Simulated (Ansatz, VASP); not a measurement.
## Hf3SnS4: VASP beside Ansatz

```
Hf Sn S
1.0
     3.62224    0.00000    0.00000
    -1.81112    3.13695    0.00000
     0.00000    0.00000   17.74900
Hf Sn S
3 1 4
Cartesian
  1.8111 1.0457 0.0275
  0.0000 2.0913 6.6616
  0.0000 2.0913 11.0548
  0.0000 0.0000 8.8584
  0.0000 0.0000 16.3144
  0.0000 2.0913 1.4886
  1.8111 1.0457 5.2821
  1.8111 1.0457 12.4341
```

Alike in both runs: task relaxation of cell and atoms; functional PBE; k mesh 12 × 12 × 2; occupations gaussian, width 0.1 eV; no spin polarisation.

|  | VASP | Ansatz |
| --- | --- | --- |
| version | VASP 6.6.1 | Ansatz 0.2.0 |
| potentials or method | VASP PAW PBE potentials, release 64 (Hf_pv, Sn_d, S), cutoff 600 eV | scalar-relativistic, plane waves, PAW |
| valence electrons in the cell | 68 | 116 |

```tsv
	VASP	Ansatz	Ansatz less VASP
gap on the k mesh at the Fermi level, each at its own relaxed structure (eV)	none	none	-
relaxed volume (Å³/atom)	25.12	25.28	+0.157
relaxed length of the cell vector where the two differ most in proportion (Å)	3.613	3.623	+0.0097
```

A gap of «none» marks a metal or a gap that the smearing closes. VASP's potentials hold 68 valence electrons a cell and Ansatz's 116, so a difference there can come from the potentials and not from the codes.

Neither program's run includes spin-orbit coupling.
